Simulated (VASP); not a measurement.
The system is PbS (Galena).

```
CELL_PARAMETERS angstrom
0.00000 2.97057 2.97057
2.97057 0.00000 2.97057
2.97057 2.97057 0.00000
ATOMIC_POSITIONS crystal
Pb 0.00000 0.00000 0.00000
S 0.50000 0.50000 0.50000
```

Base run:

| Quantity | Value |
| --- | --- |
| Program | VASP 6.6.1 |
| Functional | PBE |
| Potentials or basis | VASP PAW PBE potentials, release 64 (Pb_d, S) |
| Cutoff | 520 eV |
| k mesh | 6 × 6 × 6 |
| Occupations | gaussian, width 0.01 eV |
| Spin | no spin polarisation |

Its results: band gap on the k mesh 0.38 eV, direct; pressure 1.8 GPa.

Task: The run is repeated on the same cell with these changes: functional from PBE to PBE-based global hybrid; k mesh from 6 × 6 × 6 to 4 × 4 × 4. What comes out?

Result: Band gap on the k mesh 0.82 eV, direct; pressure 1.4 GPa.

Several settings changed at once, so the effect can't be laid on one alone.

Caveats: some runs use coarse meshes; spin-orbit coupling is left out, which moves the levels of the heavy elements; the PAW data sets were made with another functional, which shifts forces and pressure a little (some runs).

A k mesh can miss the band edges.
